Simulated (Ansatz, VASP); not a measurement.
**One calculation of LiNb16, two programs**

```
Nb Li
1.0
     6.60000    0.00000    0.00000
     0.00000    6.60000    0.00000
     0.00000    0.00000    6.60000
Nb Li
16 1
Direct
  0.00331 0.99098 0.99981
  0.49578 0.99096 0.99980
  0.96244 0.47343 0.99991
  0.99517 0.01252 0.49976
  0.24957 0.25937 0.24603
  0.53614 0.47414 0.99990
  0.50422 0.01262 0.49975
  0.74947 0.23775 0.25439
  0.99803 0.50548 0.49987
  0.24978 0.77642 0.28645
  0.24957 0.25936 0.75354
  0.50131 0.50558 0.49985
  0.74969 0.74480 0.25150
  0.74948 0.23780 0.74534
  0.24979 0.77677 0.71287
  0.74970 0.74486 0.74820
  0.24877 0.62507 0.99940
```

Alike in both runs: functional PBE; k mesh 3 × 3 × 3; occupations fermi-dirac, width 0.15 eV; no spin polarisation.

Ansatz relaxed the structure, and its values are those at the end. VASP's run is a single point on that final structure, the one shown.

|  | VASP | Ansatz |
| --- | --- | --- |
| version | VASP 6.6.1 | Ansatz 0.2.0 |
| potentials or method | VASP PAW PBE potentials, release 64 (Nb_sv, Li_sv), cutoff 520 eV | scalar-relativistic, plane waves, PAW |
| valence electrons in the cell | 211 | 211 |

|  | VASP | Ansatz | Ansatz less VASP |
| --- | --- | --- | --- |
| rms of the force components (eV/Å) | 0.009 | 0.007 | -0.0016 |

Noted on VASP's run: the cutoff is under 1.25 times that of the potentials, so the pressure is a little rough.
